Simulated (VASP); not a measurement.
Set up this calculation in VASP 6.6.1, as the native input.

```
Task                   : relaxation of cell and atoms
Functional             : PBE
Potentials or basis    : VASP PAW PBE potentials, release 64 (Nb_sv, Bi_d, F)
Cutoff                 : 600 eV
k mesh                 : 12 × 12 × 12
Occupations            : gaussian, width 0.1 eV
Spin                   : no spin polarisation
Dipole correction      : no
Further INCAR settings : ALGO = Fast; EDIFF = 1e-06; IBRION = 2; EDIFFG = -0.01; NSW = 100; ISIF = 3
```

The structure of NbBiF lies in POSCAR:

```
NbBiF
1.0
    3.9471977787      0.0000000000      0.0000000000
    0.0000000000      3.9471977787      0.0000000000
    0.0000000000      0.0000000000      4.0072908970
Nb Bi F
1 1 1
Direct
    0.0000000000      0.0000000000      0.0000000000
    0.5000000000      0.5000000000      0.5000000000
    0.0000000000      0.0000000000      0.5000000000
```

The cell was generated, and may not be a known phase.

The input as run:

INCAR

```
SYSTEM = NbBiF
ALGO = Fast
EDIFF = 1E-6
EDIFFG = -0.01
ENCUT = 600
GGA = PE
IBRION = 2
ISIF = 3
ISMEAR = 0
LASPH = .True.
LCHARG = .False.
LREAL = .False.
LWAVE = .False.
NELM = 80
NSW = 100
PREC = Accurate
SIGMA = 0.1
```

KPOINTS

```
k-points
0
Gamma
  12 12 12
  0 0 0
```

Potentials or basis: VASP PAW PBE potentials, release 64 (Nb_sv, Bi_d, F).

Run with:

```sh
$ cat potpaw_PBE.64/Nb_sv/POTCAR potpaw_PBE.64/Bi_d/POTCAR potpaw_PBE.64/F/POTCAR > POTCAR
$ mpirun -np 1 vasp_std > vasp.out
```

It gave:

- Relaxed volume: 20.74 Å³/atom
- Relaxed cell: a = 3.935 Å, b = 3.935 Å, c = 4.019 Å, α = 90.00°, β = 90.00°, γ = 90.00°
- Space group after relaxing (to 0.1 Å): P4/mmm (No. 123)
- Energy gained by relaxing: 0.2 meV/atom
- Ionic steps: 4
- Pressure after relaxing: 0.0 GPa
- Band gap on the k mesh: zero (an odd number of electrons rules out a gap without spin polarisation)

Caveat: spin-orbit coupling is left out, which moves the levels of the heavy elements; an odd number of electrons without spin polarisation forces a metal; a magnetic or distorted state may lie lower.

Wall time 15 min on 1 thread of Oxide Virtual Turin-like Processor, on a shared host, peak memory 0.43 GiB.
